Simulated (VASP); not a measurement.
Mo60S119 (a cell with a defect): single point with PBE

Mo60S119 (a cell with a defect):

```
Mo S
1.0
    15.61164    0.00000    0.00000
     0.00000   16.22410    0.00000
     0.00000    0.00000   12.08270
Mo S
60 119
Direct
  0.99946 0.22168 0.25092
  0.09937 0.05508 0.25116
  0.99997 0.11117 0.75104
  0.09997 0.27786 0.75095
  0.99982 0.55535 0.25100
  0.09875 0.38918 0.24946
  0.00002 0.44457 0.75097
  0.10007 0.61118 0.75090
  0.99976 0.88842 0.25127
  0.10006 0.72254 0.25099
  0.00001 0.77781 0.75103
  0.09999 0.94452 0.75107
  0.19940 0.22083 0.24945
  0.29954 0.05587 0.25101
  0.20003 0.11122 0.75099
  0.30004 0.27806 0.75074
  0.20174 0.55472 0.24916
  0.29544 0.38639 0.24364
  0.20020 0.44450 0.75074
  0.30014 0.61110 0.75075
  0.19965 0.88954 0.25111
  0.29900 0.72359 0.24949
  0.20000 0.77787 0.75101
  0.30002 0.94461 0.75097
  0.39999 0.22418 0.24919
  0.50044 0.05587 0.25101
  0.39999 0.11133 0.75086
  0.49994 0.27806 0.75074
  0.39999 0.56077 0.24388
  0.50454 0.38639 0.24361
  0.40000 0.44455 0.75080
  0.49986 0.61110 0.75075
  0.39999 0.88994 0.25100
  0.50098 0.72360 0.24949
  0.40000 0.77794 0.75095
  0.49997 0.94461 0.75097
  0.60058 0.22083 0.24944
  0.70062 0.05508 0.25116
  0.59996 0.11122 0.75099
  0.70001 0.27786 0.75095
  0.59824 0.55472 0.24917
  0.70124 0.38918 0.24945
  0.59980 0.44450 0.75074
  0.69992 0.61118 0.75090
  0.60034 0.88954 0.25111
  0.69993 0.72253 0.25099
  0.59999 0.77787 0.75101
  0.70000 0.94452 0.75107
  0.80053 0.22167 0.25091
  0.89999 0.05493 0.25124
  0.80001 0.11117 0.75104
  0.89999 0.27783 0.75101
  0.80016 0.55535 0.25100
  0.89999 0.38865 0.25105
  0.79997 0.44457 0.75097
  0.90000 0.61120 0.75095
  0.80023 0.88841 0.25127
  0.89999 0.72193 0.25133
  0.79998 0.77781 0.75103
  0.89999 0.94446 0.75109
  0.99997 0.22226 0.62093
  0.09997 0.05563 0.62102
  0.99963 0.11076 0.38140
  0.09977 0.27765 0.37963
  0.99999 0.22229 0.88105
  0.10001 0.05566 0.88103
  0.99951 0.11051 0.12091
  0.09871 0.27702 0.12062
  0.00004 0.55566 0.62089
  0.10002 0.38897 0.62089
  0.99965 0.44433 0.38125
  0.10139 0.61043 0.37966
  0.00007 0.55569 0.88099
  0.10010 0.38900 0.88087
  0.99873 0.44478 0.12018
  0.10013 0.61110 0.12150
  0.99999 0.88894 0.62104
  0.10003 0.72232 0.62092
  0.99998 0.77733 0.38145
  0.09943 0.94426 0.38146
  0.00000 0.88891 0.88110
  0.10005 0.72224 0.88103
  0.99978 0.77744 0.12101
  0.09929 0.94423 0.12098
  0.19996 0.22234 0.62089
  0.29999 0.05573 0.62088
  0.19928 0.11065 0.38125
  0.29852 0.27885 0.37914
  0.20005 0.22241 0.88090
  0.30007 0.05577 0.88098
  0.19912 0.10956 0.12025
  0.29937 0.27594 0.11676
  0.20008 0.55564 0.62070
  0.30030 0.38916 0.62036
  0.20040 0.44289 0.37926
  0.30159 0.61199 0.37920
  0.20018 0.55558 0.88077
  0.30027 0.38914 0.88122
  0.19819 0.44496 0.11671
  0.29868 0.61270 0.11686
  0.20000 0.88902 0.62101
  0.30003 0.72237 0.62091
  0.19968 0.77858 0.38118
  0.29990 0.94508 0.38131
  0.20005 0.88902 0.88103
  0.30006 0.72227 0.88092
  0.19881 0.77923 0.12026
  0.29982 0.94510 0.12093
  0.39999 0.22244 0.62066
  0.50000 0.05573 0.62088
  0.39999 0.11282 0.37970
  0.50146 0.27887 0.37913
  0.39999 0.22254 0.88076
  0.49992 0.05577 0.88098
  0.39999 0.11151 0.12152
  0.50060 0.27594 0.11674
  0.40000 0.55536 0.62037
  0.49969 0.38917 0.62036
  0.49838 0.61203 0.37920
  0.40000 0.55539 0.88124
  0.49972 0.38914 0.88122
  0.40000 0.44449 0.35226
  0.50131 0.61271 0.11687
  0.40000 0.88908 0.62089
  0.49997 0.72237 0.62091
  0.39999 0.77835 0.37961
  0.50008 0.94508 0.38131
  0.40000 0.88908 0.88103
  0.49994 0.72227 0.88092
  0.39999 0.77957 0.12070
  0.50017 0.94510 0.12093
  0.60002 0.22235 0.62089
  0.70002 0.05563 0.62102
  0.60070 0.11066 0.38124
  0.70021 0.27765 0.37962
  0.59994 0.22241 0.88090
  0.69997 0.05566 0.88103
  0.60086 0.10956 0.12025
  0.70128 0.27701 0.12062
  0.59992 0.55564 0.62070
  0.69997 0.38897 0.62089
  0.59959 0.44286 0.37926
  0.69860 0.61043 0.37966
  0.59981 0.55558 0.88077
  0.69989 0.38900 0.88087
  0.60179 0.44497 0.11670
  0.69985 0.61110 0.12151
  0.59999 0.88903 0.62101
  0.69996 0.72232 0.62092
  0.60031 0.77858 0.38118
  0.70055 0.94425 0.38146
  0.59994 0.88902 0.88103
  0.69995 0.72224 0.88103
  0.60118 0.77923 0.12026
  0.70070 0.94422 0.12098
  0.80002 0.22227 0.62093
  0.89999 0.05557 0.62103
  0.80035 0.11076 0.38140
  0.89999 0.27745 0.38139
  0.80000 0.22229 0.88105
  0.89999 0.05559 0.88109
  0.80047 0.11051 0.12091
  0.89999 0.27744 0.12071
  0.79995 0.55567 0.62089
  0.89999 0.38897 0.62099
  0.80033 0.44433 0.38125
  0.89999 0.61094 0.38141
  0.79992 0.55569 0.88099
  0.89999 0.38902 0.88095
  0.80126 0.44478 0.12018
  0.89999 0.61117 0.12100
  0.80000 0.88894 0.62104
  0.90000 0.72231 0.62097
  0.80001 0.77733 0.38145
  0.89999 0.94390 0.38150
  0.79999 0.88891 0.88110
  0.90000 0.72226 0.88105
  0.80021 0.77744 0.12101
  0.90000 0.94388 0.12102
```

```yaml
Program: VASP 6.6.1
Task: single point
Functional: PBE
Potentials_or_basis: VASP PAW PBE potentials, release 64 (Mo_sv, S)
Cutoff: 400 eV
k_mesh: 1 × 1 × 1
Occupations: fermi-dirac, width 0.01 eV
Spin: no spin polarisation
```

```json
{"Largest force": "2.062 eV/Å"}
```

Levels at points of the mesh, in eV from the Fermi level:
| k point | band 774 | band 775 | band 776 | band 777 | band 778 | band 779 |
| --- | --- | --- | --- | --- | --- | --- |
| (0.00, 0.00, 0.00) | -0.54 | -0.50 | -0.16 | 0.16 | 0.71 | 0.71 |

It took 8.9 min on 1 × NVIDIA H100 80GB with 1 thread of AMD EPYC 7R13 Processor (Zen 3), with other jobs on the host, peak memory 2.4 GiB.

Caveat: the k points lie up to 0.52 Å⁻¹ apart; the cell carries a net charge on a neutralising background, which shifts energy and pressure; the cell is charged against a uniform background, so pressure and absolute levels hang on convention.
